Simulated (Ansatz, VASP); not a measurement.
**Two plane-wave programs on Ta2N**

Contents of INCAR:

```
SYSTEM = Ta2N
PREC = Accurate
ENCUT = 520
EDIFF = 1E-6
ISMEAR = 0
SIGMA = 0.15
LREAL = .False.
LASPH = .True.
NELM = 80
ALGO = Normal
ISIF = 2
LWAVE = .False.
LCHARG = .True.
LELF = .True.
LVHAR = .True.
NBANDS = 50
```

KPOINTS

```
Automatic mesh
0
Gamma
  9 9 8
  0 0 0
```

Contents of POSCAR:

```
Ta2N
1.0
    5.3378662704      0.0000000000      0.0000000000
   -2.6689331352      4.6227277921      0.0000000000
    0.0000000000      0.0000000000      4.6861127988
Ta N
6 3
Direct
    0.6549760690      0.6549760690      0.7526041962
    0.0000000000      0.3450239310      0.7526041962
    0.3450239310      0.0000000000      0.7526041962
    0.3450239310      0.3450239310      0.2473958038
    0.0000000000      0.6549760690      0.2473958038
    0.6549760690      0.0000000000      0.2473958038
    0.6666666667      0.3333333333      0.5000000000
    0.3333333333      0.6666666667      0.5000000000
    0.0000000000      0.0000000000      0.0000000000
```

Input for Ansatz:

```yaml
crystal:
  lattice:
    - [5.3378662704, 0.0, 0.0]
    - [-2.6689331352, 4.6227277921, 0.0]
    - [0.0, 0.0, 4.6861127988]
  atoms:
    - { symbol: Ta, position: [0.654976069, 0.654976069, 0.7526041962] }
    - { symbol: Ta, position: [0.0, 0.345023931, 0.7526041962] }
    - { symbol: Ta, position: [0.345023931, 0.0, 0.7526041962] }
    - { symbol: Ta, position: [0.345023931, 0.345023931, 0.2473958038] }
    - { symbol: Ta, position: [0.0, 0.654976069, 0.2473958038] }
    - { symbol: Ta, position: [0.654976069, 0.0, 0.2473958038] }
    - { symbol: "N", position: [0.6666666667, 0.3333333333, 0.5] }
    - { symbol: "N", position: [0.3333333333, 0.6666666667, 0.5] }
    - { symbol: "N", position: [0.0, 0.0, 0.0] }
basis:
  ecutwfc: 520.0
kpoints:
  mp_grid: { grid: [9, 9, 8] }
hamiltonian:
  xc: lda
  pseudopotentials: { kind: paw, azcp: { folder: soft_1 } }
scf:
  occupations: { method: gaussian, width: 0.15 }
output:
  forces: true
  stress: true
  eigenvalues: true
```

Alike in both runs: task single point; functional LDA; k mesh 9 × 9 × 8; occupations gaussian, width 0.15 eV; no spin polarisation.

```csv
,VASP,Ansatz
version,VASP 6.6.1,Ansatz 0.2.0
potentials or method,"VASP PAW LDA potentials, release 64 (Ta_pv, N), cutoff 520 eV","scalar-relativistic, plane waves, PAW"
valence electrons in the cell,81,93
```

|  | VASP | Ansatz | Ansatz less VASP |
| --- | --- | --- | --- |
| gap on the k mesh at the Fermi level (eV) | none | none | - |
| pressure (GPa) | 3.3 | 1.7 | -1.59 |
| traceless stress, the component that is largest in VASP (GPa) | 12.35 | 12.37 | +0.021 |
| rms of the force components (eV/Å) | 0.796 | 0.790 | -0.0059 |

Ansatz warns that its potentials were made for another functional, while VASP's fit it. LDA's correlation is that of Perdew and Zunger in VASP and of Perdew and Wang (1992) in Ansatz. Atom by atom the forces differ by 0.011 eV/Å (rms over components). A gap of «none» marks a metal or a gap that the smearing closes. VASP's potentials hold 81 valence electrons a cell and Ansatz's 93, so a difference there can come from the potentials and not from the codes.

Spin-orbit coupling is off throughout.
